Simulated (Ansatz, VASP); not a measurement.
## Two plane-wave programs on Sn3Br

File INCAR:

```
SYSTEM = Sn3Br
PREC     = Accurate       ! precision mode
ENCUT    = 520            ! plane-wave cutoff, eV
EDIFF    = 1E-6           ! SCF threshold, eV
ISMEAR   = 0              ! smearing method
SIGMA    = 0.1            ! smearing width, eV
LREAL    = .False.        ! projectors in reciprocal space
LASPH    = .True.         ! aspherical terms in the spheres
NELM     = 80             ! most SCF steps
ALGO     = Normal         ! electronic algorithm
ISIF     = 2              ! what is computed and relaxed
LWAVE    = .False.        ! write WAVECAR
LCHARG   = .False.        ! write CHGCAR
GGA      = PE             ! functional
NBANDS   = 59             ! bands
```

File KPOINTS:

```
Automatic mesh
0
Gamma
  3 3 4
  0 0 0
```

File POSCAR:

```
Sn3Br
1.0
    7.0275228600      0.0000000000      0.0000000000
   -3.5137614300      6.0860133200      0.0000000000
    0.0000000000      0.0000000000      5.8238948100
Sn Br
6 2
Direct
    0.1635573500      0.3271147000      0.2500000000
    0.1635573500      0.8364426500      0.2500000000
    0.6728853000      0.8364426500      0.2500000000
    0.8364426500      0.6728853000      0.7500000000
    0.8364426500      0.1635573500      0.7500000000
    0.3271147000      0.1635573500      0.7500000000
    0.3333333300      0.6666666700      0.7500000000
    0.6666666700      0.3333333300      0.2500000000
```

Input for Ansatz:

```yaml
crystal:
  lattice:
    - [7.02752286, 0.0, 0.0]
    - [-3.51376143, 6.08601332, 0.0]
    - [0.0, 0.0, 5.82389481]
  atoms:
    - { symbol: Sn, position: [0.16355735, 0.3271147, 0.25] }
    - { symbol: Sn, position: [0.16355735, 0.83644265, 0.25] }
    - { symbol: Sn, position: [0.6728853, 0.83644265, 0.25] }
    - { symbol: Sn, position: [0.83644265, 0.6728853, 0.75] }
    - { symbol: Sn, position: [0.83644265, 0.16355735, 0.75] }
    - { symbol: Sn, position: [0.3271147, 0.16355735, 0.75] }
    - { symbol: Br, position: [0.33333333, 0.66666667, 0.75] }
    - { symbol: Br, position: [0.66666667, 0.33333333, 0.25] }
basis:
  ecutwfc: 420
kpoints:
  mp_grid: { grid: [3, 3, 4] }
hamiltonian:
  xc: pbe
scf:
  occupations: { method: gaussian, width: 0.1 }
  lower_state_search: "off"
output:
  forces: true
  stress: true
  eigenvalues: true
```

Change from the starting cell: species swapped into the NaIn3 type (P6_3/mmc, No. 194).

Alike in both runs: task single point; functional PBE; k mesh 3 × 3 × 4; occupations gaussian, width 0.1 eV; no spin polarisation.

```csv
,VASP,Ansatz
version,VASP 6.6.1,Ansatz 0.2.0
potentials or method,"VASP PAW PBE potentials, release 64 (Sn_d, Br), cutoff 520 eV","scalar-relativistic, plane waves, PAW"
valence electrons in the cell,98,98
```

|  | VASP | Ansatz | Ansatz less VASP |
| --- | --- | --- | --- |
| gap on the k mesh at the Fermi level (eV) | none | none | - |
| pressure (GPa) | -2.5 | -2.4 | +0.04 |
| traceless stress, the component that is largest in VASP (GPa) | 0.33 | 0.33 | 0.000 |
| rms of the force components (eV/Å) | 0.152 | 0.152 | +0.0002 |

Atom by atom the forces differ by 0.000 eV/Å (rms over components). A gap of «none» marks a metal or a gap that the smearing closes. The functional is the same, so the differences come from potentials, cutoffs and numerics.
